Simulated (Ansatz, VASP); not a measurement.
One calculation of InTe4, two programs

```
In Te
1.0
     2.22322    1.28358    9.34729
    -2.22322    1.28358    9.34729
     0.00000   -2.56716    9.34729
In Te
1 4
Cartesian
  0.0000 0.0000 0.0000
  0.0000 0.0000 11.0900
  0.0000 0.0000 22.4920
  0.0000 0.0000 16.9519
  0.0000 0.0000 5.5499
```

Alike in both runs: functional PBE; k mesh 12 × 12 × 12; occupations gaussian, width 0.1 eV; no spin polarisation.

Ansatz relaxed the structure, and its values are those at the end. VASP's run is a single point on that final structure, the one shown.

|  | VASP | Ansatz |
| --- | --- | --- |
| version | VASP 6.6.1 | Ansatz 0.2.0 |
| potentials or method | VASP PAW PBE potentials, release 64 (In_d, Te), cutoff 520 eV | scalar-relativistic, plane waves, PAW |
| valence electrons in the cell | 37 | 77 |

|  | VASP | Ansatz | Ansatz less VASP |
| --- | --- | --- | --- |
| gap on the k mesh at the Fermi level (eV) | none | none | - |
| pressure (GPa) | 0.0 | 0.0 | +0.03 |

A gap of «none» marks a metal or a gap that the smearing closes. VASP's potentials hold 37 valence electrons a cell and Ansatz's 77, so a difference there can come from the potentials and not from the codes.

Spin-orbit coupling is off throughout.
